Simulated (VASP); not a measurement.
A run of VASP 6.6.1:

POSCAR

```
Al2Pt
1.0
    0.0000000000      2.9550000000      2.9747000000
    2.9550000000      0.0000000000      2.9747000000
    2.9550000000      2.9550000000      0.0000000000
Al Pt
2 1
Direct
    0.2500000000      0.2500000000      0.2500000000
    0.7500000000      0.7500000000      0.7500000000
    0.0000000000      0.0000000000      0.0000000000
```

File INCAR.step1:

```
  PREC = Accurate
  ENCUT = 520
  ISMEAR = -1
  SIGMA = 0.1
  LREAL = F
  LASPH = T
  NELM = 100
  NBANDS = 15
  GGA = PE
  ALGO = Normal
  EDIFF = 1E-4
  LWAVE = T
  LCHARG = F
```

Contents of INCAR.step2:

```
  PREC = Accurate
  ENCUT = 520
  EDIFF = 1E-6
  ISMEAR = -1
  SIGMA = 0.1
  LREAL = F
  LASPH = T
  NELM = 100
  ALGO = Normal
  ISIF = 2
  LWAVE = F
  LCHARG = F
  METAGGA = R2SCAN
  LMIXTAU = T
  NBANDS = 15
  ISTART = 1
```

Contents of KPOINTS:

```
regular mesh
0
Gamma
  10 10 10
```

Potentials or basis: VASP PAW PBE potentials, release 64 (Al, Pt).

Command:

```console
$ cat potpaw_PBE.64/Al/POTCAR potpaw_PBE.64/Pt/POTCAR > POTCAR
$ cp INCAR.step1 INCAR
$ mpirun -np 1 vasp_std > vasp.out
$ cp INCAR.step2 INCAR
$ mpirun -np 1 vasp_std > vasp.out
```

Hardware: 1 thread of AMD EPYC 9R45 96-Core Processor (Zen 5), on a shared host.

**Question.** Estimate the wall time of this run.

**Answer.** Wall time 2.2 min on 1 thread of AMD EPYC 9R45 96-Core Processor (Zen 5), on a shared host, peak memory 0.21 GiB. Counts: k points 102.
